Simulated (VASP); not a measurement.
Here is a VASP 6.6.1 calculation.

File INCAR:

```
SYSTEM = Sr
  PREC = Accurate
  ENCUT = 600
  EDIFF = 1E-7
  ISMEAR = 1
  SIGMA = 0.05
  LREAL = .FALSE.
  LASPH = .TRUE.
  NELM = 100
  ALGO = Normal
  ISIF = 3
  LWAVE = .FALSE.
  LCHARG = .FALSE.
  GGA = PS
  IBRION = 2
  NSW = 80
  EDIFFG = -0.01
```

Contents of KPOINTS:

```
Automatic mesh
0
G
  6 6 6
  0 0 0
```

File POSCAR:

```
Sr
1.0
    0.0000000000      3.0423500000      3.0423500000
    3.0423500000      0.0000000000      3.0423500000
    3.0423500000      3.0423500000      0.0000000000
Sr
1
Direct
    0.0000000000      0.0000000000      0.0000000000
```

Potentials or basis: VASP PAW PBE potentials, release 64 (Sr_sv).

The run is started by

```bash
$ cat potpaw_PBE.64/Sr_sv/POTCAR > POTCAR
$ mpirun -np 1 vasp_std > vasp.out
```

Problem. What does it give for the relaxed volume?

Solution. 52.27 Å³/atom.

Problem. Estimate the relaxed cell.

Solution. a = 4.197 Å, b = 4.197 Å, c = 4.197 Å, α = 60.00°, β = 60.00°, γ = 60.00°.

Step by step:
```tsv
step	energy change (eV)	largest force (eV/Å)	pressure (GPa)	volume (Å³)
1	0.0000	0.0000	-0.85	56.32
2	-0.0093	0.0000	-0.38	53.92
3	-0.0113	0.0000	-0.04	52.44
4	-0.0113	0.0000	0.00	52.27
```

Caveat: the PAW data sets were made with another functional, which shifts forces and pressure a little.
